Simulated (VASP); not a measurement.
# AgB (P6/mmm) in VASP: single point with PBE

Aim: the single point of AgB with PBE.

Everything below comes from runs of VASP 6.6.1. Logs are shortened: lines on timing, memory, paths and dates and some standing lists are left out, and cuts for length are marked.

### Step 1. The cell of the first run

The structure is hexagonal, space group P6/mmm (No. 191). The conventional cell has a = 2.950 Å, b = 2.950 Å, c = 3.764 Å, α = 90.00°, β = 90.00°, γ = 120.00°. Ag (site symmetry 6/mmm) has 2 B at 1.88 Å within 2.5 Å. B (site symmetry 6/mmm) has 2 Ag at 1.88 Å within 2.5 Å.

### Step 2. Single point, PBE

File INCAR:

```
SYSTEM = AgB
PREC     = Accurate       ! precision mode
ENCUT    = 520            ! plane-wave cutoff, eV
EDIFF    = 1E-6           ! SCF threshold, eV
ISMEAR   = 0              ! smearing method
SIGMA    = 0.1            ! smearing width, eV
LREAL    = .FALSE.        ! projectors in reciprocal space
LASPH    = .TRUE.         ! aspherical terms in the spheres
NELM     = 100            ! most SCF steps
ALGO     = Normal         ! electronic algorithm
ISIF     = 2              ! what is computed and relaxed
LWAVE    = .FALSE.        ! write WAVECAR
LCHARG   = .TRUE.         ! write CHGCAR
GGA      = PE             ! functional
LELF     = .TRUE.         ! ELF
LVHAR    = .TRUE.       
NBANDS   = 14             ! bands
```

File KPOINTS:

```
Automatic mesh
0
G
  6 6 4
  0 0 0
```

File POSCAR:

```
AgB
1.0
    2.9504912700      0.0000000000      0.0000000000
   -1.4752456400      2.5552003900      0.0000000000
    0.0000000000      0.0000000000      3.7636811500
Ag B
1 1
Direct
    0.0000000000      0.0000000000      0.0000000000
    0.0000000000      0.0000000000      0.5000000000
```

Potentials or basis: VASP PAW PBE potentials, release 64 (Ag, B).

Command:

```bash
$ cat potpaw_PBE.64/Ag/POTCAR potpaw_PBE.64/B/POTCAR > POTCAR
$ mpirun -np 1 vasp_std > vasp.out
```

OUTCAR:

```text
SYSTEM = AgB
   PREC = Accurate
   ENCUT = 520
   EDIFF = 1E-6
   ISMEAR = 0
   LREAL = .FALSE.
   LASPH = .TRUE.
   NELM = 100
   ISIF = 2
   GGA = PE

 ion  position               nearest neighbor table
   1  0.000  0.000  0.000-   2 1.88   2 1.88
   2  0.000  0.000  0.500-   1 1.88   1 1.88

  LATTYP: Found a hexagonal cell.
 ALAT       =     2.9504912700
 C/A-ratio  =     1.2756116882

  Lattice vectors:

 A1 = (   2.9504912700,   0.0000000000,   0.0000000000)
 A2 = (  -1.4752456400,   2.5552003900,   0.0000000000)
 A3 = (   0.0000000000,   0.0000000000,   3.7636811500)

Analysis of symmetry for initial positions (statically):
=====================================================================
 Subroutine PRICEL returns:
 Original cell was already a primitive cell.

 Routine SETGRP: Setting up the symmetry group for a
 hexagonal supercell.

 Subroutine GETGRP returns: Found 24 space group operations
 (whereof 24 operations were pure point group operations)
 out of a pool of 24 trial point group operations.

The static configuration has the point symmetry D_6h.

Analysis of symmetry for dynamics (positions and initial velocities):
=====================================================================
 Subroutine PRICEL returns:
 Original cell was already a primitive cell.

 Routine SETGRP: Setting up the symmetry group for a
 hexagonal supercell.

 Subroutine GETGRP returns: Found 24 space group operations
 (whereof 24 operations were pure point group operations)
 out of a pool of 24 trial point group operations.

The dynamic configuration has the point symmetry D_6h.

 Subroutine INISYM returns: Found 24 space group operations
 (whereof 24 operations are pure point group operations),
 and found     1 'primitive' translations

----------------------------------------------------------------------------------------

                                     Primitive cell

  volume of cell :      28.3748

  direct lattice vectors                    reciprocal lattice vectors
     2.950491270  0.000000000  0.000000000     0.338926609  0.195679370  0.000000000
    -1.475245640  2.555200390  0.000000000     0.000000000  0.391358738  0.000000000
     0.000000000  0.000000000  3.763681150     0.000000000  0.000000000  0.265697321

  length of vectors
     2.950491270  2.950491269  3.763681150     0.391358738  0.391358738  0.265697321

  position of ions in fractional coordinates (direct lattice)
[... 84 lines left out ...]
   TEBEG  =    0.0;   TEEND  =   0.0 temperature during run
   PSTRESS=    0.0 pullay stress
   NELECT =      14.0000    total number of electrons
   NUPDOWN=      -1.0000    fix difference up-down
   EMIN   =  10.00;   EMAX   =-10.00  energy-range for DOS
   EFERMI =   0.00;   METHOD = LEGACY
   ISMEAR =     0;   SIGMA  =   0.10  broadening in eV -4-tet -1-fermi 0-gaus
   EFERMI_NEDOS =   21; number of points for ismear=-14 and -15
   IALGO  =     38    algorithm
   IMIX   =      4    mixing-type and parameters
     AMIX     =   0.40;   BMIX     =  1.00
     AMIX_MAG =   1.60;   BMIX_MAG =  1.00
  volume/ion in A,a.u.               =      14.19        95.74
  Fermi-wavevector in a.u.,A,eV,Ry     =   1.293620  2.444588 22.768715  1.673453
  Thomas-Fermi vector in A             =   2.425254
   LORBIT       =      0    0 simple, 1 ext, 2 COOP (PROOUT), +10 PAW based schemes
   GGA     = PE    functional components
   LHFCALC =     F    Hartree Fock is set to
   AEXX    =    0.0000 exact exchange contribution
   IVDW    =     0    specifies the selected vdW correction
   LEPSILON=     F    determine dielectric tensor
   LRPA    =     F    only Hartree local field effects (RPA)
 non-spin polarized calculation
 Gauss-broadening in eV      SIGMA  =   0.10
  energy-cutoff  :      520.00
  volume of cell :       28.37
 maximum number of plane-waves:       806
 NGX is ok and might be reduce to    24
   NGX = 11   NGY = 11   NGZ = 13

 number of electron      14.0000000 magnetization

 Free energy of the ion-electron system (eV)
  ---------------------------------------------------
  ext. energy  EPLUGINS =         0.00000000
  ---------------------------------------------------
  free energy    TOTEN  =        -5.45290739 eV

  energy without entropy =       -5.44833340  energy(sigma->0) =       -5.45062040

 E-fermi :   6.7530     XC(G=0): -11.2887

 val. band max:        6.5085721282   @ k =   0.1667   0.1667   0.0000
 cond. band min:       6.7596794516   @ k =   0.3333  -0.0000   0.0000
 fundamental gap:      0.2511073234
 Fermi energy:         6.7529894716

 k-point     1 :       0.0000    0.0000    0.0000
  band No.  band energies     occupation
      1      -4.3479      2.00000
      2      -0.6490      2.00000
      3       0.9721      2.00000
      4       0.9721      2.00000
      5       1.2069      2.00000
      6       1.2069      2.00000
      7       5.1016      2.00000
      8      10.8327      0.00000
      9      10.8327      0.00000
     10      11.1508      0.00000
     11      19.5782      0.00000
     12      21.6521      0.00000
     13      23.0217      0.00000
     14      23.7583      0.00000
[... 326 lines left out ...]
      1      -1.4962      2.00000
      2      -0.4869      2.00000
      3      -0.4869      2.00000
      4       1.1324      2.00000
      5       1.1324      2.00000
      6       2.5719      2.00000
      7       8.0326      0.00000
      8       8.0326      0.00000
      9       8.1727      0.00000
     10      11.0415      0.00000
     11      11.0415      0.00000
     12      22.0091      0.00000
     13      22.0091      0.00000
     14      23.6634      0.00000

------------------------ aborting loop because EDIFF is reached ----------------------------------------

  FORCE on cell =-STRESS in cart. coord.  units (eV):
  Direction    XX          YY          ZZ          XY          YZ          ZX
  --------------------------------------------------------------------------------------
  -------------------------------------------------------------------------------------
  Total       -0.4074266     -0.4074266     15.1095760      0.0000000     -0.0000000     -0.0000000
  in kB      -23.0052987    -23.0052986    853.1604938      0.0000000     -0.0000000     -0.0000000
  external PRESSURE =     269.0499655 kB  Pullay stress =       0.0000000 kB

 VOLUME and BASIS-vectors are now :
 -----------------------------------------------------------------------------
  energy-cutoff  :      520.00
  volume of cell :       28.37
      direct lattice vectors                 reciprocal lattice vectors
     2.950491270  0.000000000  0.000000000     0.338926609  0.195679370  0.000000000
    -1.475245640  2.555200390  0.000000000     0.000000000  0.391358738  0.000000000
     0.000000000  0.000000000  3.763681150     0.000000000  0.000000000  0.265697321

 POSITION                                       TOTAL-FORCE (eV/Angst)
 -----------------------------------------------------------------------------------
      0.00000      0.00000      0.00000        -0.000000      0.000000      0.000000
      0.00000      0.00000      1.88184         0.000000      0.000000      0.000000
 -----------------------------------------------------------------------------------
    total drift:                                0.000000     -0.000000     -0.000000

  FREE ENERGIE OF THE ION-ELECTRON SYSTEM (eV)
  ---------------------------------------------------
  free  energy   TOTEN  =        -5.4529073950 eV

  energy  without entropy=       -5.4483333975  energy(sigma->0) =       -5.45062040
```

OSZICAR:

```text
N       E                     dE             d eps       ncg     rms          rms(c)
DAV:   1     0.606672437206E+02    0.60667E+02   -0.66586E+03   596   0.918E+02
DAV:   2    -0.577766815805E+01   -0.66445E+02   -0.60796E+02   696   0.197E+02
DAV:   3    -0.707009762470E+01   -0.12924E+01   -0.12863E+01   702   0.286E+01
DAV:   4    -0.707444139352E+01   -0.43438E-02   -0.43436E-02   678   0.178E+00
DAV:   5    -0.707448260548E+01   -0.41212E-04   -0.41212E-04   702   0.173E-01    0.119E+01
DAV:   6    -0.568410488305E+01    0.13904E+01   -0.10600E+01   672   0.331E+01    0.678E+00
DAV:   7    -0.547924420065E+01    0.20486E+00   -0.80110E-01   624   0.923E+00    0.320E+00
DAV:   8    -0.545802057196E+01    0.21224E-01   -0.59869E-02   684   0.216E+00    0.816E-01
DAV:   9    -0.545293048991E+01    0.50901E-02   -0.14579E-02   624   0.133E+00    0.120E-01
DAV:  10    -0.545290606935E+01    0.24421E-04   -0.50435E-04   726   0.176E-01    0.367E-02
DAV:  11    -0.545291410323E+01   -0.80339E-05   -0.34270E-05   690   0.478E-02    0.187E-02
DAV:  12    -0.545290794706E+01    0.61562E-05   -0.74466E-06   642   0.233E-02    0.465E-03
DAV:  13    -0.545290739499E+01    0.55208E-06   -0.23809E-06   678   0.124E-02
   1 F= -.54529074E+01 E0= -.54506204E+01  d E =-.457400E-02
```

Run time: 5.3 s. Hardware: 1 thread of Intel Xeon Platinum 8488C (Sapphire Rapids), shared host; peak memory 0.13 GiB.

What came out:

| Quantity | Value |
| --- | --- |
| Free energy | -5.4529 eV |
| Pressure | 26.9 GPa |
| Band gap on the k mesh | zero (band 7 reaches 8.03 eV, above the bottom of band 8 at 5.41 eV) |

Caveat: the k points lie up to 0.42 Å⁻¹ apart.
